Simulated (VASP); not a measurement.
Here is a VASP 6.6.1 calculation.

Contents of INCAR:

```
PREC = Accurate
ENCUT = 520
EDIFF = 1E-6
ISMEAR = 1
SIGMA = 0.1
LREAL = F
LASPH = T
NELM = 80
ALGO = Normal
ISIF = 2
LWAVE = F
LCHARG = T
LELF = T
LVHAR = T
NBANDS = 19
```

Contents of KPOINTS:

```
regular mesh
0
Gamma
  11 11 5
```

Contents of POSCAR:

```
Cd
1.0
    2.9788700000      0.0000000000      0.0000000000
   -1.4894350000      2.5797770000      0.0000000000
    0.0000000000      0.0000000000      5.6176500000
Cd
2
Direct
    0.3333333333      0.6666666667      0.2500000000
    0.6686048187      0.3372096374      0.7500000000
```

Potentials or basis: VASP PAW LDA potentials, release 64 (Cd).

Run with:

```sh
$ cat potpaw_LDA.64/Cd/POTCAR > POTCAR
$ mpirun -np 1 vasp_std > vasp.out
```

Question: Predict the band gap on the k mesh.

Answer: Zero (band 12 reaches 4.37 eV, above the bottom of band 13 at -0.31 eV).

Question: What does it give for the pressure?

Answer: -3.8 GPa.

Stress tensor (GPa, compression positive):
```
-3.60  0.00  0.00
 0.00 -3.55  0.00
 0.00  0.00 -4.26
```
